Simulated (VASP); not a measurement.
# Rh (P6_3/mmc) in VASP: a series of runs

The runs below take Rh through single point, with PBEsol.

Program: VASP 6.6.1. These are calculated values, not measurements. Logs are shortened: lines on timing, memory, paths and dates and some standing lists are left out, and cuts for length are marked.

## Step 1: The cell of the first run

The structure is hexagonal, space group P6_3/mmc (No. 194). Conventional cell: a = 2.796 Å, b = 2.796 Å, c = 4.156 Å, α = 90.00°, β = 90.00°, γ = 120.00°. Within 3.5 Å of Rh (site symmetry -6m2) lie 12 Rh at 2.63 to 2.80 Å.

This isn't the form of Rh at room conditions, which is fcc.

## Step 2: Single point, PBEsol (strain +0.040 along x and y, -0.040 along z)

File INCAR:

```
  PREC = Accurate
  ENCUT = 520
  EDIFF = 1E-6
  ISMEAR = 0
  SIGMA = 0.15
  LREAL = F
  LASPH = T
  NELM = 80
  ALGO = Fast
  ISIF = 2
  LWAVE = F
  LCHARG = T
  GGA = PS
  LELF = T
  LVHAR = T
  NBANDS = 22
```

File KPOINTS:

```
Automatic mesh
0
Gamma
  24 24 14
```

File POSCAR:

```
Rh
1.0
    2.7962855282      0.0000000000      0.0000000000
   -1.3981427641      2.4216543036      0.0000000000
    0.0000000000      0.0000000000      4.1558594340
Rh
2
Direct
    0.6666666667      0.3333333333      0.7500000000
    0.3333333333      0.6666666667      0.2500000000
```

Potentials or basis: VASP PAW PBE potentials, release 64 (Rh_pv).

The run is started by

```
$ cat potpaw_PBE.64/Rh_pv/POTCAR > POTCAR
$ mpirun -np 1 vasp_std > vasp.out
```

OUTCAR:

```text
PREC = Accurate
   ENCUT = 520
   EDIFF = 1E-6
   ISMEAR = 0
   LREAL = F
   LASPH = T
   NELM = 80
   ISIF = 2
   GGA = PS

 ion  position               nearest neighbor table
   1  0.667  0.333  0.750-   2 2.63   2 2.63   2 2.63   2 2.63   2 2.63   2 2.63
   2  0.333  0.667  0.250-   1 2.63   1 2.63   1 2.63   1 2.63   1 2.63   1 2.63

  LATTYP: Found a hexagonal cell.
 ALAT       =     2.7962855282
 C/A-ratio  =     1.4862071101

  Lattice vectors:

 A1 = (   2.7962855282,   0.0000000000,   0.0000000000)
 A2 = (  -1.3981427641,   2.4216543036,   0.0000000000)
 A3 = (   0.0000000000,   0.0000000000,   4.1558594340)

Analysis of symmetry for initial positions (statically):
=====================================================================
 Subroutine PRICEL returns:
 Original cell was already a primitive cell.

 Routine SETGRP: Setting up the symmetry group for a
 hexagonal supercell.

 Subroutine GETGRP returns: Found 24 space group operations
 (whereof 12 operations were pure point group operations)
 out of a pool of 24 trial point group operations.

The static configuration has the point symmetry D_3d.
 The point group associated with its full space group is D_6h.

Analysis of symmetry for dynamics (positions and initial velocities):
=====================================================================
 Subroutine PRICEL returns:
 Original cell was already a primitive cell.

 Routine SETGRP: Setting up the symmetry group for a
 hexagonal supercell.

 Subroutine GETGRP returns: Found 24 space group operations
 (whereof 12 operations were pure point group operations)
 out of a pool of 24 trial point group operations.

The dynamic configuration has the point symmetry D_3d.
 The point group associated with its full space group is D_6h.

 Subroutine INISYM returns: Found 24 space group operations
 (whereof 12 operations are pure point group operations),
 and found     1 'primitive' translations

----------------------------------------------------------------------------------------

                                     Primitive cell

  volume of cell :      28.1420

  direct lattice vectors                    reciprocal lattice vectors
     2.796285528  0.000000000  0.000000000     0.357617271  0.206470428  0.000000000
    -1.398142764  2.421654304  0.000000000     0.000000000  0.412940856  0.000000000
     0.000000000  0.000000000  4.155859434     0.000000000  0.000000000  0.240624115

  length of vectors
     2.796285528  2.796285528  4.155859434     0.412940856  0.412940856  0.240624115

  position of ions in fractional coordinates (direct lattice)
     0.666666667  0.333333333  0.750000000
     0.333333333  0.666666667  0.250000000

  ion indices of the primitive-cell ions
   primitive index   ion index
                 1           1
                 2           2

----------------------------------------------------------------------------------------

 KPOINTS: Automatic mesh

Automatic generation of k-mesh.
 Grid dimensions read from file:
 generate k-points for:   24   24   14

 Generating k-lattice:

  Cartesian coordinates                     Fractional coordinates (reciprocal lattice)
     0.014900720  0.008602934  0.000000000     0.041666667 -0.000000000  0.000000000
     0.000000000  0.017205869  0.000000000     0.000000000  0.041666667  0.000000000
     0.000000000  0.000000000  0.017187437     0.000000000  0.000000000  0.071428571

  Length of vectors
     0.017205869  0.017205869  0.017187437

  Shift w.r.t. Gamma in fractional coordinates (k-lattice)
     0.000000000  0.000000000  0.000000000

 Subroutine IBZKPT returns following result:
 ===========================================

 Found    488 irreducible k-points:

 Following reciprocal coordinates:
            Coordinates               Weight
  0.000000  0.000000  0.000000      1.000000
  0.041667  0.000000  0.000000      6.000000
  0.083333  0.000000  0.000000      6.000000
  0.125000 -0.000000  0.000000      6.000000
  0.166667  0.000000  0.000000      6.000000
  0.208333  0.000000  0.000000      6.000000
[... 16 lines left out ...]
  0.416667  0.041667  0.000000     12.000000
  0.458333  0.041667  0.000000     12.000000
 [... further k-points ...]
   k-points           NKPTS =    488   k-points in BZ     NKDIM =    488   number of bands    NBANDS=     22
   number of dos      NEDOS =    301   number of ions     NIONS =      2
   total plane-waves  NPLWV =  18432
   dimension x,y,z NGX =    24 NGY =   24 NGZ =   32
   dimension x,y,z NGXF=    48 NGYF=   48 NGZF=   64
   ions per type =               2
   NGX,Y,Z   is equivalent  to a cutoff of  14.27, 14.27, 12.80 a.u.
   NGXF,Y,Z  is equivalent  to a cutoff of  28.54, 28.54, 25.60 a.u.
 SYSTEM =  unknown system
   PREC   = accura    normal or accurate (medium, high low for compatibility)
   ISTART =      0    job   : 0-new  1-cont  2-samecut
   ICHARG =      2    charge: 1-file 2-atom 10-const
   ISPIN  =      1    spin polarized calculation?
   LNONCOLLINEAR =      F non collinear calculations
   LSORBIT =      F    spin-orbit coupling
   LASPH  =      T    aspherical Exc in radial PAW
   ENCUT  =  520.0 eV  38.22 Ry    6.18 a.u.   5.20  5.20  7.73*2*pi/ulx,y,z
   NELM   =     80;   NELMIN=  2; NELMDL= -5     # of ELM steps
   EDIFF  = 0.1E-05   stopping-criterion for ELM
   LREAL  =      F    real-space projection
   EDIFFG = 0.1E-04   stopping-criterion for IOM
   NSW    =      0    number of steps for IOM
   IBRION =     -1    ionic relax: 0-MD 1-quasi-New 2-CG
   NFREE  =      0    steps in history (QN), initial steepest desc. (CG)
   ISIF   =      2    stress and relaxation
   ISYM   =      2    0-nonsym 1-usesym 2-fastsym
   POTIM  = 0.5000    time-step for ionic-motion
   TEBEG  =    0.0;   TEEND  =   0.0 temperature during run
   PSTRESS=    0.0 pullay stress
   NELECT =      30.0000    total number of electrons
   NUPDOWN=      -1.0000    fix difference up-down
   EMIN   =  10.00;   EMAX   =-10.00  energy-range for DOS
   EFERMI =   0.00;   METHOD = LEGACY
   ISMEAR =     0;   SIGMA  =   0.15  broadening in eV -4-tet -1-fermi 0-gaus
   EFERMI_NEDOS =   21; number of points for ismear=-14 and -15
   IALGO  =     68    algorithm
   IMIX   =      4    mixing-type and parameters
     AMIX     =   0.40;   BMIX     =  1.00
     AMIX_MAG =   1.60;   BMIX_MAG =  1.00
  volume/ion in A,a.u.               =      14.07        94.96
  Fermi-wavevector in a.u.,A,eV,Ry     =   1.672362  3.160307 38.052723  2.796796
  Thomas-Fermi vector in A             =   2.757523
   LORBIT       =      0    0 simple, 1 ext, 2 COOP (PROOUT), +10 PAW based schemes
   GGA     = PS    functional components
   LHFCALC =     F    Hartree Fock is set to
   AEXX    =    0.0000 exact exchange contribution
   IVDW    =     0    specifies the selected vdW correction
   LEPSILON=     F    determine dielectric tensor
   LRPA    =     F    only Hartree local field effects (RPA)
 non-spin polarized calculation
 RMM-DIIS sequential band-by-band and
 Gauss-broadening in eV      SIGMA  =   0.15
  energy-cutoff  :      520.00
  volume of cell :       28.14
 maximum number of plane-waves:       772
 NGX is ok and might be reduce to    24
   NGX = 11   NGY = 11   NGZ = 15

 number of electron      29.9999997 magnetization

 Free energy of the ion-electron system (eV)
  ---------------------------------------------------
  ext. energy  EPLUGINS =         0.00000000
  ---------------------------------------------------
  free energy    TOTEN  =       -16.08991756 eV

  energy without entropy =      -16.04831283  energy(sigma->0) =      -16.06911520

 E-fermi :  11.4550     XC(G=0): -14.0590

 val. band max:       11.4541556684   @ k =   0.2083   0.1250   0.5000
 cond. band min:      11.4576983860   @ k =   0.3333   0.2917   0.0000
 fundamental gap:      0.0035427176
 Fermi energy:        11.4549809807

 k-point     1 :       0.0000    0.0000    0.0000
  band No.  band energies     occupation
      1     -35.7752      2.00000
      2     -35.0800      2.00000
      3     -35.0800      2.00000
      4     -34.9377      2.00000
      5     -34.9239      2.00000
      6     -34.9239      2.00000
[... 14 lines left out ...]
     21      30.2494      0.00000
     22      30.6623      0.00000

 k-point     2 :       0.0417    0.0000    0.0000
  band No.  band energies     occupation
      1     -35.7712      2.00000
      2     -35.0863      2.00000
      3     -35.0825      2.00000
      4     -34.9402      2.00000
      5     -34.9308      2.00000
      6     -34.9246      2.00000
[... 14 lines left out ...]
     21      30.2548      0.00000
     22      30.7061      0.00000

 k-point     3 :       0.0833    0.0000    0.0000
  band No.  band energies     occupation
      1     -35.7595      2.00000
      2     -35.1047      2.00000
      3     -35.0899      2.00000
      4     -34.9508      2.00000
      5     -34.9475      2.00000
      6     -34.9264      2.00000
[... 14 lines left out ...]
     21      30.0808      0.00000
     22      30.8320      0.00000

 k-point     4 :       0.1250   -0.0000    0.0000
  band No.  band energies     occupation
      1     -35.7404      2.00000
      2     -35.1340      2.00000
      3     -35.1015      2.00000
      4     -34.9825      2.00000
      5     -34.9596      2.00000
      6     -34.9295      2.00000
[... 14 lines left out ...]
     21      29.5122      0.00000
     22      30.2966      0.00000

 k-point     5 :       0.1667    0.0000    0.0000
  band No.  band energies     occupation
      1     -35.7145      2.00000
      2     -35.1724      2.00000
      3     -35.1162      2.00000
      4     -35.0232      2.00000
      5     -34.9764      2.00000
      6     -34.9339      2.00000
[... 14 lines left out ...]
     21      29.1871      0.00000
     22      29.2910      0.00000

 k-point     6 :       0.2083    0.0000    0.0000
  band No.  band energies     occupation
      1     -35.6827      2.00000
      2     -35.2173      2.00000
      3     -35.1330      2.00000
      4     -35.0700      2.00000
      5     -34.9976      2.00000
      6     -34.9393      2.00000
[... 14 lines left out ...]
     21      28.1033      0.00000
     22      29.6477      0.00000

 k-point     7 :       0.2500   -0.0000    0.0000
  band No.  band energies     occupation
      1     -35.6460      2.00000
      2     -35.2658      2.00000
      3     -35.1506      2.00000
      4     -35.1194      2.00000
      5     -35.0229      2.00000
      6     -34.9455      2.00000
[... 324 lines left out ...]
      6     -34.9590      2.00000
[... 14 lines left out ...]
     21      25.3434      0.00000
     22      27.7804      0.00000

 k-point    21 :       0.3333    0.0417    0.0000
  band No.  band energies     occupation
      1     -35.5410      2.00000
      2     -35.3796      2.00000
      3     -35.2385      2.00000
      4     -35.1873      2.00000
      5     -35.1004      2.00000
      6     -34.9652      2.00000
[... 14 lines left out ...]
     21      24.5319      0.00000
     22      27.1937      0.00000

 k-point    22 :       0.3750    0.0417    0.0000
  band No.  band energies     occupation
      1     -35.5016      2.00000
      2     -35.4145      2.00000
      3     -35.2677      2.00000
      4     -35.2027      2.00000
      5     -35.1317      2.00000
      6     -34.9703      2.00000
[... 14 lines left out ...]
     21      23.8580      0.00000
     22      26.6851      0.00000

 k-point    23 :       0.4167    0.0417    0.0000
  band No.  band energies     occupation
      1     -35.4689      2.00000
      2     -35.4393      2.00000
      3     -35.2889      2.00000
      4     -35.2128      2.00000
      5     -35.1586      2.00000
      6     -34.9740      2.00000
[... 14 lines left out ...]
     21      23.3700      0.00000
     22      26.2588      0.00000

 k-point    24 :       0.4583    0.0417    0.0000
  band No.  band energies     occupation
      1     -35.4521      2.00000
      2     -35.4495      2.00000
      3     -35.3000      2.00000
      4     -35.2178      2.00000
      5     -35.1751      2.00000
      6     -34.9759      2.00000
[... 14 lines left out ...]
     21      23.1116      0.00000
     22      25.9805      0.00000

 [... further k-points ...]

------------------------ aborting loop because EDIFF is reached ----------------------------------------

  FORCE on cell =-STRESS in cart. coord.  units (eV):
  Direction    XX          YY          ZZ          XY          YZ          ZX
  --------------------------------------------------------------------------------------
  -------------------------------------------------------------------------------------
  Total       -2.4383601     -2.4383601      0.8201349      0.0000000      0.0000000      0.0000000
  in kB     -138.8206005   -138.8206005     46.6918807      0.0000000      0.0000000      0.0000000
  external PRESSURE =     -76.9831067 kB  Pullay stress =       0.0000000 kB

 VOLUME and BASIS-vectors are now :
 -----------------------------------------------------------------------------
  energy-cutoff  :      520.00
  volume of cell :       28.14
      direct lattice vectors                 reciprocal lattice vectors
     2.796285528  0.000000000  0.000000000     0.357617271  0.206470428  0.000000000
    -1.398142764  2.421654304  0.000000000     0.000000000  0.412940856  0.000000000
     0.000000000  0.000000000  4.155859434     0.000000000  0.000000000  0.240624115

 POSITION                                       TOTAL-FORCE (eV/Angst)
 -----------------------------------------------------------------------------------
      1.39814      0.80722      3.11689         0.000000      0.000000      0.000000
     -0.00000      1.61444      1.03896        -0.000000     -0.000000      0.000000
 -----------------------------------------------------------------------------------
    total drift:                               -0.000000      0.000000     -0.000000

  FREE ENERGIE OF THE ION-ELECTRON SYSTEM (eV)
  ---------------------------------------------------
  free  energy   TOTEN  =       -16.0899175630 eV

  energy  without entropy=      -16.0483128293  energy(sigma->0) =      -16.06911520
```

It took 91 s on 1 thread of Intel Xeon 6975P-C (Granite Rapids), shared host; peak memory 0.32 GiB.

What came out:

```yaml
Free_energy: -16.0899 eV
Pressure: -7.7 GPa
Band_gap_on_the_k_mesh: zero (bands 15 and 16 overlap by 2.03 eV)
```

Stress tensor (GPa, compression positive):
```
-13.88   0.00   0.00
  0.00 -13.88   0.00
  0.00   0.00   4.67
```

Caveat: the cell differs from its parent crystal (strain +0.040 along x and y, -0.040 along z); the stress differs along the axes, from -14 to 5 GPa; the PAW data sets were made with another functional, which shifts forces and pressure a little.

## Step 3: Single point, PBEsol (strain +0.000 along x and y, +0.040 along z)

File INCAR:

```
SYSTEM = Rh
  ALGO = Fast
  EDIFF = 1E-6
  ENCUT = 520
  GGA = PS
  ISIF = 2
  ISMEAR = 0
  LASPH = .True.
  LCHARG = .True.
  LELF = .True.
  LREAL = .False.
  LVHAR = .True.
  LWAVE = .False.
  NBANDS = 22
  NELM = 80
  PREC = Accurate
  SIGMA = 0.15
```

File KPOINTS:

```
k-points
0
Gamma
  24 24 14
  0 0 0
```

File POSCAR:

```
Rh
1.0
    2.6887360848      0.0000000000      0.0000000000
   -1.3443680424      2.3285137535      0.0000000000
    0.0000000000      0.0000000000      4.5021810534
Rh
2
Direct
    0.6666666667      0.3333333333      0.7500000000
    0.3333333333      0.6666666667      0.2500000000
```

Potentials or basis: VASP PAW PBE potentials, release 64 (Rh_pv).

The run is started by

```
$ cat potpaw_PBE.64/Rh_pv/POTCAR > POTCAR
$ mpirun -np 1 vasp_std > vasp.out
```

OUTCAR:

```text
SYSTEM = Rh
   EDIFF = 1E-6
   ENCUT = 520
   GGA = PS
   ISIF = 2
   ISMEAR = 0
   LASPH = .True.
   LREAL = .False.
   NELM = 80
   PREC = Accurate

 ion  position               nearest neighbor table
   1  0.667  0.333  0.750-   2 2.73   2 2.73   2 2.73   2 2.73   2 2.73   2 2.73
   2  0.333  0.667  0.250-   1 2.73   1 2.73   1 2.73   1 2.73   1 2.73   1 2.73

  LATTYP: Found a hexagonal cell.
 ALAT       =     2.6887360848
 C/A-ratio  =     1.6744600107

  Lattice vectors:

 A1 = (   2.6887360848,   0.0000000000,   0.0000000000)
 A2 = (  -1.3443680424,   2.3285137535,   0.0000000000)
 A3 = (   0.0000000000,   0.0000000000,   4.5021810534)

Analysis of symmetry for initial positions (statically):
=====================================================================
 Subroutine PRICEL returns:
 Original cell was already a primitive cell.

 Routine SETGRP: Setting up the symmetry group for a
 hexagonal supercell.

 Subroutine GETGRP returns: Found 24 space group operations
 (whereof 12 operations were pure point group operations)
 out of a pool of 24 trial point group operations.

[... 157 lines left out ...]

 Free energy of the ion-electron system (eV)
  ---------------------------------------------------
  ext. energy  EPLUGINS =         0.00000000
  ---------------------------------------------------
  free energy    TOTEN  =       -16.15716474 eV

  energy without entropy =      -16.11978574  energy(sigma->0) =      -16.13847524

 E-fermi :  11.3691     XC(G=0): -14.0568

 val. band max:       11.3673577080   @ k =   0.3750  -0.0000   0.1429
 cond. band min:      11.3704083139   @ k =   0.1667   0.1667   0.4286
 fundamental gap:      0.0030506059
 Fermi energy:        11.3691186396

 k-point     1 :       0.0000    0.0000    0.0000
  band No.  band energies     occupation
      1     -35.6086      2.00000
      2     -35.0440      2.00000
      3     -35.0440      2.00000
      4     -34.9757      2.00000
      5     -34.9627      2.00000
      6     -34.9627      2.00000
[... 589 lines left out ...]
     21      24.4526      0.00000
     22      25.3969      0.00000

 [... further k-points ...]
[... 5 lines left out ...]
  --------------------------------------------------------------------------------------
  -------------------------------------------------------------------------------------
  Total       -1.2161429     -1.2161429     -2.8492237      0.0000000      0.0000000      0.0000000
  in kB      -69.1266073    -69.1266073   -161.9523269      0.0000000      0.0000000      0.0000000
  external PRESSURE =    -100.0685138 kB  Pullay stress =       0.0000000 kB

 VOLUME and BASIS-vectors are now :
 -----------------------------------------------------------------------------
  energy-cutoff  :      520.00
  volume of cell :       28.19
      direct lattice vectors                 reciprocal lattice vectors
     2.688736085  0.000000000  0.000000000     0.371921962  0.214729245  0.000000000
    -1.344368042  2.328513753  0.000000000     0.000000000  0.429458490  0.000000000
     0.000000000  0.000000000  4.502181053     0.000000000  0.000000000  0.222114568

 POSITION                                       TOTAL-FORCE (eV/Angst)
 -----------------------------------------------------------------------------------
      1.34437      0.77617      3.37664         0.000000      0.000000      0.000000
     -0.00000      1.55234      1.12555        -0.000000     -0.000000      0.000000
 -----------------------------------------------------------------------------------
    total drift:                               -0.000000      0.000000     -0.000000

  FREE ENERGIE OF THE ION-ELECTRON SYSTEM (eV)
  ---------------------------------------------------
  free  energy   TOTEN  =       -16.1571647403 eV

  energy  without entropy=      -16.1197857383  energy(sigma->0) =      -16.13847524
```

stdout:

```text
POSCAR found type information on POSCAR Rh
 POSCAR found :  1 types and       2 ions
 scaLAPACK will be used
 -----------------------------------------------------------------------------
|                                                                             |
|                                                                             |
|     You enforced a specific xc type in the INCAR file but a different       |
|     I HOPE YOU KNOW WHAT YOU ARE DOING!                                     |
|                                                                             |
 -----------------------------------------------------------------------------

 LDA part: xc-table for (Slater+PW92), standard interpolation
 POSCAR, INCAR and KPOINTS ok, starting setup
 FFT: planning ... GRIDC
 FFT: planning ... GRID_SOFT
 FFT: planning ... GRID
 WAVECAR not read
 entering main loop
```

Wall time 2 min (1 thread of Intel Xeon 6975P-C (Granite Rapids), shared host); peak memory 0.32 GiB.

Results:

```yaml
Free_energy: -16.1572 eV
Pressure: -10.0 GPa
Band_gap_on_the_k_mesh: zero (bands 15 and 16 overlap by 2.46 eV)
```

Caveat: the cell differs from its parent crystal (strain +0.000 along x and y, +0.040 along z); the stress differs along the axes, from -16 to -7 GPa; the PAW data sets were made with another functional, which shifts forces and pressure a little.
